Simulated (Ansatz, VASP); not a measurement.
**TeS2: VASP beside Ansatz**

```
Te S
1.0
     4.50397    0.00000    0.00000
    -2.25199    3.90055    0.00000
     0.00000    0.00000    3.46656
Te S
1 2
Direct
  0.00000 0.00000 0.00000
  0.33333 0.66667 0.50000
  0.66667 0.33333 0.50000
```

Alike in both runs: task relaxation of cell and atoms; functional PBE; k mesh 12 × 12 × 14; occupations gaussian, width 0.1 eV; no spin polarisation.

```csv
,VASP,Ansatz
version,VASP 6.6.1,Ansatz 0.2.0
potentials or method,"VASP PAW PBE potentials, release 64 (Te, S), cutoff 600 eV","scalar-relativistic, plane waves, PAW"
valence electrons in the cell,18,28
```

Ansatz gave:

```
gap on the k mesh at the Fermi level, each at its own relaxed structure (eV)  : none
relaxed volume (Å³/atom)                                                      : 20.31
relaxed length of the cell vector where the two differ most in proportion (Å) : 3.475
```

Q: What did VASP give for the same quantities?

A: gap on the k mesh at the Fermi level, each at its own relaxed structure (eV): none; relaxed volume (Å³/atom): 20.25; relaxed length of the cell vector where the two differ most in proportion (Å): 3.466.

A gap of «none» marks a metal or a gap that the smearing closes. VASP's potentials hold 18 valence electrons a cell and Ansatz's 28, so a difference there can come from the potentials and not from the codes.

Spin-orbit coupling is off throughout.
